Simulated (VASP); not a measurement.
Write the native input for VASP 6.6.1 that does the following.

| Property | Result |
| --- | --- |
| Task | single point |
| Functional | PBE |
| Dispersion | D3(BJ) |
| Potentials or basis | VASP PAW PBE potentials, release 64 (F, H, O) |
| Cutoff | 520 eV |
| k mesh | 1 × 1 × 1 |
| Occupations | fermi-dirac, width 0.05 eV |
| Spin | no spin polarisation |
| Dipole correction | no |
| Further INCAR settings | LREAL = Auto; ALGO = Normal; EDIFF = 1e-06; NBANDS = 58 |

The structure of H3OF lies in POSCAR:

```
H3OF
1.0
    6.3496040000      0.0000000000      0.0000000000
    0.0000000000      6.3496040000      0.0000000000
    0.0000000000      0.0000000000      6.3496040000
F H O
5 15 5
Direct
    0.2548347897      0.0405852081      0.9286563383
    0.5357814440     -0.0713430318      0.7046581173
    0.9153799198      0.1677112462      1.1599778506
    0.9012530545      0.2702373250      0.7968213451
    0.5108350064      0.2870257736      0.2604099405
    0.3708105261      0.0107093293      0.8260200164
    0.4560914350     -0.0804459617      0.5633107198
    0.9112379292      0.1921537154      1.0025192122
    0.8964181073      0.1505920684      0.6621515294
    0.6524658861      0.2886794200      0.2173993843
    0.1398827391      0.5252453539      0.6769083552
    0.1534583889      0.7232104553      0.8242561268
   -0.0108038234      0.6347639947      0.1478517400
    0.1232045337      0.4148132702      0.1375676341
    0.6450481006      0.7499522805      1.1060532279
    0.7840646440      0.7439519063      0.9098520160
    0.9504057261      1.0537665026      0.3840711956
    0.9928650669      0.8905752233      0.5939897984
    0.3678339626      0.9743914739      0.2287859211
    0.3179725854      0.7449125961      0.2852146370
    0.0826665726      0.6683251428      0.6979490375
    0.1236612551      0.5629327435      0.1644039534
    0.7915454255      0.7657327922      1.0571682896
    0.9226244660      1.0185674571      0.5303637833
    0.4024975416      0.8643216175      0.3253746218
```

These files were run (other wordings do the same):

INCAR

```
ALGO = Normal ; EDIFF = 1E-6
ENCUT = 520 ; GGA = PE
ISIF = 2 ; ISMEAR = -1
IVDW = 12 ; LASPH = T
LCHARG = T ; LELF = T
LREAL = Auto ; LVHAR = T
LWAVE = F ; NBANDS = 58
NELM = 60 ; PREC = Accurate
SIGMA = 0.05
```

KPOINTS

```
k-points
0
Gamma
  1 1 1
```

Potentials or basis: VASP PAW PBE potentials, release 64 (F, H, O).

Launch:

```console
$ cat potpaw_PBE.64/F/POTCAR potpaw_PBE.64/H/POTCAR potpaw_PBE.64/O/POTCAR > POTCAR
$ mpirun -np 1 vasp_gam > vasp.out
```

Results of the run:

```json
{"Pressure": "1.0 GPa", "Largest force": "2.295 eV/Å", "Band gap on the k mesh": "4.79 eV", "Dispersion energy per atom": "-0.033 eV"}
```

Caveat: the k points lie up to 0.99 Å⁻¹ apart.

Run time: 26 s on 1 thread of Intel(R) Xeon(R) Platinum 8488C (Sapphire Rapids), on a shared host, peak memory 0.3 GiB.
